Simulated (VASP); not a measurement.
# MgO (P6_3mc) in VASP: relaxation of cell and atoms with PBEsol

Aim: the relaxation of cell and atoms of MgO with PBEsol.

Program: VASP 6.6.1. These are calculated values, not measurements. Logs are shortened: lines on timing, memory, paths and dates and some standing lists are left out, and cuts for length are marked.

## (1) The cell of the first run

It takes space group P6_3mc (No. 186, hexagonal). The conventional cell has a = 3.308 Å, b = 3.308 Å, c = 4.983 Å, α = 90.00°, β = 90.00°, γ = 120.00°. Mg (site symmetry 3m) has 4 O at 1.97 to 1.99 Å within 2.6 Å. Within 2.6 Å of O (site symmetry 3m) lie 4 Mg at 1.97 to 1.99 Å.

## (2) Relaxation of cell and atoms, PBEsol, target pressure 2 GPa, at which the enthalpy is minimised

INCAR reads:

```
SYSTEM = MgO
  PREC = Accurate
  ENCUT = 840
  EDIFF = 1E-7
  ISMEAR = -1
  SIGMA = 0.02
  LREAL = .FALSE.
  LASPH = .TRUE.
  NELM = 120
  ALGO = Normal
  ISIF = 3
  LWAVE = .FALSE.
  LCHARG = .FALSE.
  GGA = PS
  IBRION = 2
  NSW = 80
  EDIFFG = -0.01
  PSTRESS = 20.0
  GGA_COMPAT = .FALSE.
  NELMIN = 4
```

KPOINTS reads:

```
regular mesh
0
G
  6 6 4
  0 0 0
```

POSCAR reads:

```
MgO
1.0
    3.3077869900      0.0000000000      0.0000000000
   -1.6538934900      2.8646275600      0.0000000000
    0.0000000000      0.0000000000      4.9828816700
Mg O
2 2
Direct
    0.3333333300      0.6666666700      0.0021597400
    0.6666666700      0.3333333300      0.5021597400
    0.3333333300      0.6666666700      0.4024402600
    0.6666666700      0.3333333300      0.9024402600
```

Potentials or basis: VASP PAW PBE potentials, release 64 (Mg_sv, O).

Run with:

```bash
cat potpaw_PBE.64/Mg_sv/POTCAR potpaw_PBE.64/O/POTCAR > POTCAR
mpirun -np 1 vasp_std > vasp.out
```

OUTCAR:

```text
SYSTEM = MgO
   PREC = Accurate
   ENCUT = 840
   EDIFF = 1E-7
   ISMEAR = -1
   LREAL = .FALSE.
   LASPH = .TRUE.
   NELM = 120
   ISIF = 3
   GGA = PS
   IBRION = 2
   NSW = 80
   EDIFFG = -0.01
   PSTRESS = 20.0
   NELMIN = 4

 ion  position               nearest neighbor table
   1  0.333  0.667  0.002-   4 1.97   4 1.97   4 1.97   3 1.99
   2  0.667  0.333  0.502-   3 1.97   3 1.97   3 1.97   4 1.99
   3  0.333  0.667  0.402-   2 1.97   2 1.97   2 1.97   1 1.99
   4  0.667  0.333  0.902-   1 1.97   1 1.97   1 1.97   2 1.99

  LATTYP: Found a hexagonal cell.
 ALAT       =     3.3077869900
 C/A-ratio  =     1.5064094771

  Lattice vectors:

 A1 = (   3.3077869900,   0.0000000000,   0.0000000000)
 A2 = (  -1.6538934900,   2.8646275600,   0.0000000000)
 A3 = (   0.0000000000,   0.0000000000,   4.9828816700)

Analysis of symmetry for initial positions (statically):
=====================================================================
 Subroutine PRICEL returns:
 Original cell was already a primitive cell.

 Routine SETGRP: Setting up the symmetry group for a
 hexagonal supercell.

 Subroutine GETGRP returns: Found 12 space group operations
 (whereof  6 operations were pure point group operations)
 out of a pool of 24 trial point group operations.

The static configuration has the point symmetry C_3v.
 The point group associated with its full space group is C_6v.

Analysis of symmetry for dynamics (positions and initial velocities):
=====================================================================
 Subroutine PRICEL returns:
 Original cell was already a primitive cell.

 Routine SETGRP: Setting up the symmetry group for a
 hexagonal supercell.

 Subroutine GETGRP returns: Found 12 space group operations
 (whereof  6 operations were pure point group operations)
 out of a pool of 24 trial point group operations.

The dynamic configuration has the point symmetry C_3v.
 The point group associated with its full space group is C_6v.

 Subroutine INISYM returns: Found 12 space group operations
 (whereof  6 operations are pure point group operations),
 and found     1 'primitive' translations

----------------------------------------------------------------------------------------

                                     Primitive cell

  volume of cell :      47.2157

  direct lattice vectors                    reciprocal lattice vectors
     3.307786990  0.000000000  0.000000000     0.302316928  0.174542759  0.000000000
    -1.653893490  2.864627560  0.000000000     0.000000000  0.349085520  0.000000000
     0.000000000  0.000000000  4.982881670     0.000000000  0.000000000  0.200687086

  length of vectors
     3.307786990  3.307786984  4.982881670     0.349085519  0.349085520  0.200687086

  position of ions in fractional coordinates (direct lattice)
     0.333333330  0.666666670  0.002159740
     0.666666670  0.333333330  0.502159740
     0.333333330  0.666666670  0.402440260
     0.666666670  0.333333330  0.902440260

  ion indices of the primitive-cell ions
   primitive index   ion index
                 1           1
                 2           2
                 3           3
                 4           4

----------------------------------------------------------------------------------------

 KPOINTS: regular mesh

Automatic generation of k-mesh.
 Grid dimensions read from file:
 generate k-points for:    6    6    4

 Generating k-lattice:

  Cartesian coordinates                     Fractional coordinates (reciprocal lattice)
     0.050386155  0.029090460  0.000000000     0.166666667 -0.000000000  0.000000000
     0.000000000  0.058180920  0.000000000     0.000000000  0.166666667  0.000000000
     0.000000000  0.000000000  0.050171771     0.000000000  0.000000000  0.250000000

  Length of vectors
     0.058180920  0.058180920  0.050171771

  Shift w.r.t. Gamma in fractional coordinates (k-lattice)
     0.000000000  0.000000000  0.000000000

 Subroutine IBZKPT returns following result:
 ===========================================

 Found     21 irreducible k-points:

 Following reciprocal coordinates:
            Coordinates               Weight
  0.000000  0.000000  0.000000      1.000000
  0.166667  0.000000  0.000000      6.000000
  0.333333  0.000000  0.000000      6.000000
  0.500000  0.000000  0.000000      3.000000
  0.166667  0.166667  0.000000      6.000000
  0.333333  0.166667  0.000000     12.000000
[... 13 lines left out ...]
  0.333333  0.166667  0.500000     12.000000
  0.333333  0.333333  0.500000      2.000000
   k-points           NKPTS =     21   k-points in BZ     NKDIM =     21   number of bands    NBANDS=     20
   number of dos      NEDOS =    301   number of ions     NIONS =      4
   total plane-waves  NPLWV =  49152
   dimension x,y,z NGX =    32 NGY =   32 NGZ =   48
   dimension x,y,z NGXF=    64 NGYF=   64 NGZF=   96
   ions per type =               2   2
   NGX,Y,Z   is equivalent  to a cutoff of  16.08, 16.08, 16.01 a.u.
   NGXF,Y,Z  is equivalent  to a cutoff of  32.17, 32.17, 32.03 a.u.
 SYSTEM =  MgO
   PREC   = accura    normal or accurate (medium, high low for compatibility)
   ISTART =      0    job   : 0-new  1-cont  2-samecut
   ICHARG =      2    charge: 1-file 2-atom 10-const
   ISPIN  =      1    spin polarized calculation?
   LNONCOLLINEAR =      F non collinear calculations
   LSORBIT =      F    spin-orbit coupling
   LASPH  =      T    aspherical Exc in radial PAW
   ENCUT  =  840.0 eV  61.74 Ry    7.86 a.u.   7.82  7.82 11.78*2*pi/ulx,y,z
   NELM   =    120;   NELMIN=  4; NELMDL= -5     # of ELM steps
   EDIFF  = 0.1E-06   stopping-criterion for ELM
   LREAL  =      F    real-space projection
   EDIFFG = -.1E-01   stopping-criterion for IOM
   NSW    =     80    number of steps for IOM
   IBRION =      2    ionic relax: 0-MD 1-quasi-New 2-CG
   NFREE  =      1    steps in history (QN), initial steepest desc. (CG)
   ISIF   =      3    stress and relaxation
   ISYM   =      2    0-nonsym 1-usesym 2-fastsym
   POTIM  = 0.5000    time-step for ionic-motion
   TEBEG  =    0.0;   TEEND  =   0.0 temperature during run
   PSTRESS=   20.0 pullay stress
   NELECT =      32.0000    total number of electrons
   NUPDOWN=      -1.0000    fix difference up-down
   EMIN   =  10.00;   EMAX   =-10.00  energy-range for DOS
   EFERMI =   0.00;   METHOD = LEGACY
   ISMEAR =    -1;   SIGMA  =   0.02  broadening in eV -4-tet -1-fermi 0-gaus
   EFERMI_NEDOS =   21; number of points for ismear=-14 and -15
   IALGO  =     38    algorithm
   IMIX   =      4    mixing-type and parameters
     AMIX     =   0.40;   BMIX     =  1.00
     AMIX_MAG =   1.60;   BMIX_MAG =  1.00
  volume/ion in A,a.u.               =      11.80        79.66
  Fermi-wavevector in a.u.,A,eV,Ry     =   1.438013  2.717450 28.135224  2.067881
  Thomas-Fermi vector in A             =   2.557027
   LORBIT       =      0    0 simple, 1 ext, 2 COOP (PROOUT), +10 PAW based schemes
   GGA     = PS    functional components
   LHFCALC =     F    Hartree Fock is set to
   AEXX    =    0.0000 exact exchange contribution
   IVDW    =     0    specifies the selected vdW correction
   LEPSILON=     F    determine dielectric tensor
   LRPA    =     F    only Hartree local field effects (RPA)
 conjugate gradient relaxation of ions
 non-spin polarized calculation
  energy-cutoff  :      840.00
  volume of cell :       47.22
 maximum number of plane-waves:      2634
 NGX is ok and might be reduce to    32
   NGX = 15   NGY = 15   NGZ = 23

--------------------------------------- Ionic step        1  -------------------------------------------

 number of electron      31.9999995 magnetization

 Free energy of the ion-electron system (eV)
  ---------------------------------------------------
  ext. energy  EPLUGINS =         0.00000000
  ---------------------------------------------------
  free energy    TOTEN  =       -24.49943037 eV

  energy without entropy =      -24.49943037  energy(sigma->0) =      -24.49943037

------------------------ aborting loop because EDIFF is reached ----------------------------------------

  FORCE on cell =-STRESS in cart. coord.  units (eV):
  Direction    XX          YY          ZZ          XY          YZ          ZX
  --------------------------------------------------------------------------------------
  -------------------------------------------------------------------------------------
  Total        0.1235123      0.1235123      0.1138525      0.0000000      0.0000000      0.0000000
  in kB        4.1911621      4.1911621      3.8633755      0.0000000      0.0000000      0.0000000
  external PRESSURE =     -15.9181001 kB  Pullay stress =      20.0000000 kB

 VOLUME and BASIS-vectors are now :
 -----------------------------------------------------------------------------
  energy-cutoff  :      840.00
  volume of cell :       47.22
      direct lattice vectors                 reciprocal lattice vectors
     3.307786990  0.000000000  0.000000000     0.302316928  0.174542759  0.000000000
    -1.653893490  2.864627560  0.000000000     0.000000000  0.349085520  0.000000000
     0.000000000  0.000000000  4.982881670     0.000000000  0.000000000  0.200687086
[... 81 lines left out ...]
 POSITION                                       TOTAL-FORCE (eV/Angst)
 -----------------------------------------------------------------------------------
     -0.00000      1.90192      0.01089        -0.000000      0.000000     -0.010605
      1.64711      0.95096      2.49191         0.000000     -0.000000     -0.010605
     -0.00000      1.90192      1.99674         0.000000      0.000000      0.010605
      1.64711      0.95096      4.47776         0.000000     -0.000000      0.010605
 -----------------------------------------------------------------------------------
    total drift:                               -0.000046      0.000026     -0.002604

  FREE ENERGIE OF THE ION-ELECTRON SYSTEM (eV)
  ---------------------------------------------------
  free  energy   TOTEN  =       -24.4950875085 eV

  energy  without entropy=      -24.4950875085  energy(sigma->0) =      -24.49508751

  enthalpy is  TOTEN    =       -23.9129639077 eV   P V=        0.5821236008

[... ionic steps 4 to 27 ...]

--------------------------------------- Ionic step       28  -------------------------------------------

 number of electron      32.0000003 magnetization

------------------------ aborting loop because EDIFF is reached ----------------------------------------

  FORCE on cell =-STRESS in cart. coord.  units (eV):
  Direction    XX          YY          ZZ          XY          YZ          ZX
  --------------------------------------------------------------------------------------
  -------------------------------------------------------------------------------------
  Total        0.5926401      0.5926401      0.5337620      0.0000000      0.0000000     -0.0000000
  in kB       21.7359734     21.7359731     19.5765279      0.0000002      0.0000000     -0.0000000
  external PRESSURE =       1.0161581 kB  Pullay stress =      20.0000000 kB

 VOLUME and BASIS-vectors are now :
 -----------------------------------------------------------------------------
  energy-cutoff  :      840.00
  volume of cell :       43.68
      direct lattice vectors                 reciprocal lattice vectors
     3.471493090  0.000000014 -0.000000000     0.288060489  0.166311801  0.000000000
    -1.735746528  3.006401177  0.000000000    -0.000000001  0.332623605  0.000000000
    -0.000000000 -0.000000000  4.185615109     0.000000000  0.000000000  0.238913511
[... 50 lines left out ...]
  FREE ENERGIE OF THE ION-ELECTRON SYSTEM (eV)
  ---------------------------------------------------
  free  energy   TOTEN  =       -24.6950038995 eV

  energy  without entropy=      -24.6950038995  energy(sigma->0) =      -24.69500390

  enthalpy is  TOTEN    =       -24.1491135547 eV   P V=        0.5458903447

--------------------------------------- Ionic step       30  -------------------------------------------

 number of electron      32.0000003 magnetization

 Free energy of the ion-electron system (eV)
  ---------------------------------------------------
  ext. energy  EPLUGINS =         0.00000000
  ---------------------------------------------------
  free energy    TOTEN  =       -24.69513569 eV

  energy without entropy =      -24.69513569  energy(sigma->0) =      -24.69513569

 E-fermi :   2.3426     XC(G=0): -10.5962

 val. band max:        1.6992240251   @ k =   0.0000   0.0000   0.0000
 cond. band min:       5.0452271198   @ k =   0.0000   0.0000   0.0000
 fundamental gap:      3.3460030947
 Fermi energy:         2.3426491974

 k-point     1 :       0.0000    0.0000    0.0000
  band No.  band energies     occupation
      1     -70.1018      2.00000
      2     -70.0885      2.00000
      3     -37.0922      2.00000
      4     -37.0702      2.00000
      5     -37.0702      2.00000
      6     -37.0418      2.00000
[... 12 lines left out ...]
     19      13.8076      0.00000
     20      14.1820      0.00000
[... 480 lines left out ...]
 POSITION                                       TOTAL-FORCE (eV/Angst)
 -----------------------------------------------------------------------------------
     -0.00000      2.00530      3.98306         0.000000      0.000000     -0.000924
      1.73664      1.00265      1.89184        -0.000000      0.000000     -0.000924
     -0.00000      2.00530      1.89161        -0.000000     -0.000000      0.000924
      1.73664      1.00265      3.98283         0.000000     -0.000000      0.000924
 -----------------------------------------------------------------------------------
    total drift:                               -0.000046      0.000026      0.000184

  FREE ENERGIE OF THE ION-ELECTRON SYSTEM (eV)
  ---------------------------------------------------
  free  energy   TOTEN  =       -24.6951356925 eV

  energy  without entropy=      -24.6951356925  energy(sigma->0) =      -24.69513569

  enthalpy is  TOTEN    =       -24.1496775664 eV   P V=        0.5454581260

 reached required accuracy - stopping structural energy minimisation
```

Run time: 5.5 min. Hardware: 1 thread of AMD EPYC 9R45 (Zen 5), shared host; peak memory 0.2 GiB.

What came out:

```
Free energy                                                : -24.6951 eV
Relaxed volume                                             : 10.92 Å³/atom
Relaxed cell                                               : a = 3.473 Å, b = 3.473 Å, c = 4.182 Å, α = 90.00°, β = 90.00°, γ = 120.00°
Space group after relaxing (to 0.1 Å)                      : P6_3/mmc (No. 194)
Energy change on relaxing (the run minimises the enthalpy) : -48.9 meV/atom
Ionic steps                                                : 30
Pressure after relaxing                                    : 2.1 GPa
Band gap on the k mesh                                     : 3.35 eV
```

Step by step:
```
step  energy change (eV)  largest force (eV/Å)  pressure (GPa)  volume (Å³)
   1              0.0000                0.0050            0.41        47.22
   2              0.0074                0.0165            2.61        46.42
   3              0.0043                0.0106            2.00        46.63
   4              0.0044                0.0118            1.99        46.63
   5              0.0044                0.0166            2.00        46.61
   6              0.0046                0.0265            1.99        46.58
   7              0.0053                0.0477            1.98        46.51
   8              0.0070                0.0999            1.94        46.36
   9              0.0091                0.2388            1.78        46.04
  10             -0.0075                0.6134            1.52        45.28
  11             -0.0017                0.9942            6.27        43.28
  12             -0.0145                1.0014            2.29        44.61
  13             -0.0301                1.1532            3.56        43.98
  14             -0.0219                1.1538            4.74        43.64
  15             -0.0253                1.1607            4.41        43.72
  16             -0.0290                1.1444            4.35        43.73
  17             -0.0397                1.0968            4.12        43.75
  18             -0.0598                1.0059            3.69        43.81
  19             -0.0948                0.8389            2.91        43.91
  20             -0.1464                0.5586            1.55        44.12
  21             -0.1933                0.1748           -0.42        44.54
  22             -0.1958                0.1240           -0.71        44.61
  23             -0.1964                0.1052           -0.81        44.65
  24             -0.1977                0.0933           -0.15        44.42
  25             -0.1953                0.0538            1.93        43.74
  26             -0.1943                0.0484            2.20        43.65
  27             -0.1947                0.0400            2.17        43.66
  28             -0.1955                0.0147            2.10        43.68
  29             -0.1956                0.0412            1.98        43.73
  30             -0.1957                0.0009            2.05        43.70
```

Final structure:
```
Mg O
1.0
     3.47328    0.00000    0.00000
    -1.73664    3.00795    0.00000
     0.00000    0.00000    4.18245
Mg O
2 2
Direct
  0.33333 0.66667 0.95233
  0.66667 0.33333 0.45233
  0.33333 0.66667 0.45227
  0.66667 0.33333 0.95227
```

Caveat: the cell is relaxed towards a set pressure, so the run minimises the enthalpy, not the energy; a cell axis changed by over 15 % at a fixed basis, so the end point is rough; the PAW data sets were made with another functional, which shifts forces and pressure a little.
